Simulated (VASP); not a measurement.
The system is KBr.

```
K Br
1.0
     0.00000    3.19955    3.33057
     3.19955    0.00000    3.33057
     3.19955    3.19955    0.00000
K Br
1 1
Direct
  0.00000 0.00000 0.00000
  0.50000 0.50000 0.50000
```

This cell differs from its parent crystal: epitaxial xy strain -3.1%.

Base run:

```yaml
Program: VASP 6.6.1
Functional: r2SCAN
Potentials_or_basis: VASP PAW PBE potentials, release 64 (K_sv, Br)
Cutoff: 520 eV
k_mesh: 6 × 6 × 6
Occupations: gaussian, width 0.01 eV
Spin: no spin polarisation
```

Its results: band gap on the k mesh 5.22 eV; pressure 1.1 GPa.

The run is repeated on the same cell with these changes: functional from r2SCAN to HSE06; k mesh from 6 × 6 × 6 to 4 × 4 × 4. What comes out?

Band gap on the k mesh 5.74 eV; pressure 1.6 GPa.

Several settings changed at once.

Caveats: the PAW data sets were made with another functional, which shifts forces and pressure a little.

